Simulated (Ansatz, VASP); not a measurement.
# WC: VASP beside Ansatz

The input INCAR:

```
ALGO = Normal
EDIFF = 1E-6
ENCUT = 600
GGA = PS
GGA_COMPAT = False
ISIF = 2
ISMEAR = 0
LASPH = True
LCHARG = True
LELF = True
LREAL = False
LVHAR = True
LWAVE = False
NBANDS = 16
NELM = 120
PREC = Accurate
SIGMA = 0.15
```

Contents of KPOINTS:

```
k-points
0
Gamma
  18 18 18
```

Contents of POSCAR:

```
WC
1.0
    0.0000000000      2.1926840000      2.1926840000
    2.1926840000      0.0000000000      2.1926840000
    2.1926840000      2.1926840000      0.0000000000
W C
1 1
Direct
    0.1026139654     -0.1026139654     -0.1026139654
    0.5000000000      0.5000000000      0.5000000000
```

Input for Ansatz:

```yaml
crystal:
  lattice:
    - [0.0, 2.192684, 2.192684]
    - [2.192684, 0.0, 2.192684]
    - [2.192684, 2.192684, 0.0]
  atoms:
    - { symbol: W, position: [0.1026139654, -0.1026139654, -0.1026139654] }
    - { symbol: C, position: [0.5, 0.5, 0.5] }
basis:
  ecutwfc: 420
kpoints:
  mp_grid: { grid: [18, 18, 18] }
hamiltonian:
  xc: pbesol
scf:
  occupations: { method: gaussian, width: 0.15 }
output:
  forces: true
  stress: true
  eigenvalues: true
```

Alike in both runs: task single point; functional PBEsol; k mesh 18 × 18 × 18; occupations gaussian, width 0.15 eV; no spin polarisation.

```csv
,VASP,Ansatz
version,VASP 6.6.1,Ansatz 0.2.0
potentials or method,"VASP PAW PBE potentials, release 64 (W_sv, C), cutoff 600 eV","scalar-relativistic, plane waves, PAW"
valence electrons in the cell,18,18
```

```csv
,VASP,Ansatz,Ansatz less VASP
gap on the k mesh at the Fermi level (eV),none,none,-
rms of the force components (eV/Å),4.766,4.689,-0.0763
```

VASP's potentials were made for PBE, not for PBEsol. Atom by atom the forces differ by 0.076 eV/Å (rms over components). A gap of «none» marks a metal or a gap that the smearing closes.

Spin-orbit coupling is off throughout.
